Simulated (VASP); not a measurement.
Input of a VASP 6.6.1 run:

INCAR

```
SYSTEM = NaTi
  PREC = Accurate
  ENCUT = 520
  EDIFF = 1E-6
  ISMEAR = 0
  SIGMA = 0.1
  LREAL = .False.
  LASPH = .True.
  NELM = 80
  ALGO = Fast
  ISIF = 2
  LWAVE = .False.
  LCHARG = .False.
  GGA = PE
  NBANDS = 16
```

File KPOINTS:

```
regular mesh
0
Gamma
  24 24 24
  0 0 0
```

Contents of POSCAR:

```
NaTi
1.0
    1.4373624382      0.8298615906      5.9820724598
   -1.4373624382      0.8298615906      5.9820724598
    0.0000000000     -1.6597231812      5.9820724598
Na Ti
1 1
Direct
    0.0000000000      0.0000000000      0.0000000000
    0.5000000000      0.5000000000      0.5000000000
```

Potentials or basis: VASP PAW PBE potentials, release 64 (Na_pv, Ti_sv).

The run is started by

```bash
$ cat potpaw_PBE.64/Na_pv/POTCAR potpaw_PBE.64/Ti_sv/POTCAR > POTCAR
$ mpirun -np 1 vasp_std > vasp.out
```

Problem. Predict the band gap on the k mesh.

Solution. Zero (an odd number of electrons rules out a gap without spin polarisation).

Problem. Predict the pressure.

Solution. 0.0 GPa.
